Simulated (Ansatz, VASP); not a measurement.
# One calculation of TiSi2, two programs

The input INCAR:

```
ALGO = Normal
EDIFF = 1E-6
ENCUT = 520
GGA = PS
ISIF = 2
ISMEAR = -1
LASPH = True
LCHARG = True
LELF = True
LREAL = False
LVHAR = True
LWAVE = False
NBANDS = 29
NELM = 100
PREC = Accurate
SIGMA = 0.08
```

KPOINTS

```
k-points
0
Gamma
  8 8 8
```

POSCAR

```
TiSi2
1.0
    0.0837950000      4.1606150000      4.3026800000
    2.4291150000      0.0664800000      4.2853650000
    2.4276800000      4.1418650000      0.0650450000
Ti Si
2 4
Direct
    0.7500000000      0.7500000000      0.7500000000
    0.5000000000      0.5000000000      0.5000000000
    0.0830000000      0.4170000000      0.0830000000
    0.4170000000      0.0830000000      0.4170000000
    0.1670000000      0.8330000000      0.1670000000
    0.8330000000      0.1670000000      0.8330000000
```

Input for Ansatz:

```yaml
crystal:
  lattice:
    - [0.083795, 4.160615, 4.30268]
    - [2.429115, 0.06648, 4.285365]
    - [2.42768, 4.141865, 0.065045]
  atoms:
    - { symbol: Ti, position: [0.75, 0.75, 0.75] }
    - { symbol: Ti, position: [0.5, 0.5, 0.5] }
    - { symbol: Si, position: [0.083, 0.417, 0.083] }
    - { symbol: Si, position: [0.417, 0.083, 0.417] }
    - { symbol: Si, position: [0.167, 0.833, 0.167] }
    - { symbol: Si, position: [0.833, 0.167, 0.833] }
kpoints:
  mp_grid: { grid: [8, 8, 8] }
  band_path:
    path:
      - [0.0, 0.0, 0.0]
      - [0.5, 0.5, 0.0]
      - [0.5, 0.0, 0.5]
      - [0.0, 0.0, 0.0]
      - [-0.5, -0.5, -0.5]
      - [0.5, 0.0, 0.0]
      - [0.0, 0.0, 0.0]
      - [0.0, -0.5, 0.0]
      - [0.0, 0.0, -0.5]
    npoints: 5
scf:
  occupations: { method: fermi_dirac, width: 0.08 }
hamiltonian:
  xc: pbesol
  pseudopotentials: { kind: all_electron, lapw: { basis_error: 0.0005 } }
output:
  forces: true
  stress: true
  eigenvalues: true
```

Change from the starting cell: equal xy, yz and zx shear strains of +2 %.

Alike in both runs: task single point; functional PBEsol; k mesh 8 × 8 × 8; occupations fermi-dirac, width 0.08 eV; no spin polarisation.

|  | VASP | Ansatz |
| --- | --- | --- |
| version | VASP 6.6.1 | Ansatz 0.2.0 |
| potentials or method | VASP PAW PBE potentials, release 64 (Ti_sv, Si), cutoff 520 eV | all-electron LAPW, scalar-relativistic |

```tsv
	VASP	Ansatz	Ansatz less VASP
pressure (GPa)	-1.4	-1.5	-0.16
traceless stress, the component that is largest in VASP (GPa)	-3.13	-3.12	+0.006
rms of the force components (eV/Å)	0.117	0.116	-0.0003
```

VASP's potentials were made for PBE, not for PBEsol. Atom by atom the forces differ by 0.000 eV/Å (rms over components). Ansatz ran all-electron here, and VASP with PAW potentials.
